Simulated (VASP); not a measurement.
Here is a VASP 6.6.1 calculation.

INCAR

```
PREC = Accurate
ENCUT = 520
EDIFF = 1E-6
ISMEAR = 1
SIGMA = 0.15
LREAL = False
LASPH = True
NELM = 80
ALGO = Normal
ISIF = 2
LWAVE = False
LCHARG = False
GGA = PS
NBANDS = 13
```

File KPOINTS:

```
regular mesh
0
Gamma
  14 14 14
```

File POSCAR:

```
Sn
1.0
   -1.7322941300      1.7814654900      2.3228306531
    1.7322941300     -1.7814654900      2.3228306531
    1.7322941300      1.7814654900     -2.3228306531
Sn
1
Direct
    0.0000000000      0.0000000000      0.0000000000
```

Potentials or basis: VASP PAW PBE potentials, release 64 (Sn_d).

The run is started by

```sh
$ cat potpaw_PBE.64/Sn_d/POTCAR > POTCAR
$ mpirun -np 1 vasp_std > vasp.out
```

Q: Estimate the pressure.

A: -3.6 GPa.

Q: What does it give for the band gap on the k mesh?

A: Zero (bands 7 and 8 overlap by 8.92 eV).

Stress tensor (GPa, compression positive):
```
-3.13  0.00  0.00
 0.00 -3.62  0.00
 0.00  0.00 -3.90
```

Caveat: the cell stands under tension; the PAW data sets were made with another functional, which shifts forces and pressure a little; spin-orbit coupling is left out, which moves the levels of the heavy elements.
